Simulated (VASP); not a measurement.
Input of a VASP 6.6.1 run:

INCAR

```
SYSTEM = Si2Ni
ALGO = Normal
EDIFF = 1E-6
ENCUT = 520
GGA = PS
ISIF = 2
ISMEAR = 0
LASPH = .TRUE.
LCHARG = .TRUE.
LELF = .TRUE.
LREAL = .FALSE.
LVHAR = .TRUE.
LWAVE = .FALSE.
NBANDS = 16
NELM = 100
PREC = Accurate
SIGMA = 0.15
```

KPOINTS

```
k-points
0
G
  16 16 16
  0 0 0
```

The input POSCAR:

```
Si2Ni
1.0
    0.0000000000      2.6754870684      2.6957048548
    2.7159226412      0.0000000000      2.6957048548
    2.7159226412      2.6754870684      0.0000000000
Si Ni
2 1
Direct
    0.2500000000      0.2500000000      0.2500000000
    0.7500000000      0.7500000000      0.7500000000
    0.0000000000      0.0000000000      0.0000000000
```

Potentials or basis: VASP PAW PBE potentials, release 64 (Si, Ni).

Launch:

```console
$ cat potpaw_PBE.64/Si/POTCAR potpaw_PBE.64/Ni/POTCAR > POTCAR
$ mpirun -np 1 vasp_std > vasp.out
```

Question: What does it give for the pressure?

Answer: 0.0 GPa.

Question: Estimate the band gap on the k mesh.

Answer: Zero (band 9 reaches 12.21 eV, above the bottom of band 10 at 10.02 eV).

Stress tensor (GPa, compression positive):
```
-0.43  0.00  0.00
 0.00  0.36  0.00
 0.00  0.00 -0.03
```

Caveat: the cell differs from its parent crystal (strain +0.0075 x Voigt [1, -1, 0, 0, 0, 0]); the PAW data sets were made with another functional, which shifts forces and pressure a little. Spin polarisation is off, so any magnetic state and its effect on volume and gap are missing.
